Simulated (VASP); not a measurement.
Set up this calculation in VASP 6.6.1, as the native input.

```
Task                   : single point
Functional             : BLYP
Potentials or basis    : VASP PAW PBE potentials, release 64 (Sn_d)
Cutoff                 : 520 eV
k mesh                 : 13 × 13 × 13
Occupations            : fermi-dirac, width 0.1 eV
Spin                   : no spin polarisation
Dipole correction      : no
Further INCAR settings : ALGO = Normal; EDIFF = 1e-06; NBANDS = 21
```

The structure of Sn lies in POSCAR:

```
Sn
1.0
    0.0000000000      3.5384023609      3.5384023609
    3.5384023609      0.0000000000      3.5384023609
    3.5384023609      3.5384023609      0.0000000000
Sn
2
Direct
    0.5000000000      0.5000000000      0.5000000000
    0.7500000000      0.7500000000      0.7500000000
```

This cell differs from its parent crystal: volume scaled by 1.12.

The input as run:

INCAR

```
AGGAC    = 1.0          
AGGAX    = 1.0          
ALDAC    = 0.0          
ALDAX    = 1.0          
ALGO     = Normal         # electronic algorithm
EDIFF    = 1E-6           # SCF threshold, eV
ENCUT    = 520            # plane-wave cutoff, eV
GGA      = B5             # functional
ISIF     = 2              # what is computed and relaxed
ISMEAR   = -1             # smearing method
LASPH    = T              # aspherical terms in the spheres
LCHARG   = T              # write CHGCAR
LELF     = T              # ELF
LREAL    = F              # projectors in reciprocal space
LVHAR    = T            
LWAVE    = F              # write WAVECAR
NBANDS   = 21             # bands
NELM     = 80             # most SCF steps
PREC     = Accurate       # precision mode
SIGMA    = 0.1            # smearing width, eV
```

KPOINTS

```
k-points
0
Gamma
  13 13 13
```

Potentials or basis: VASP PAW PBE potentials, release 64 (Sn_d).

Command:

```console
$ cat potpaw_PBE.64/Sn_d/POTCAR > POTCAR
$ mpirun -np 1 vasp_std > vasp.out
```

Results of the run:

- Pressure: -2.5 GPa
- Band gap on the k mesh: zero (band 14 reaches 3.75 eV, above the bottom of band 15 at 3.26 eV)

Caveat: the PAW data sets were made with another functional, which shifts forces and pressure a little; spin-orbit coupling is left out, which moves the levels of the heavy elements.

Wall time 2.3 min on 1 thread of Intel(R) Xeon(R) Platinum 8259CL CPU @ 2.50GHz (Skylake/Cascade Lake), on a shared host, peak memory 0.31 GiB.
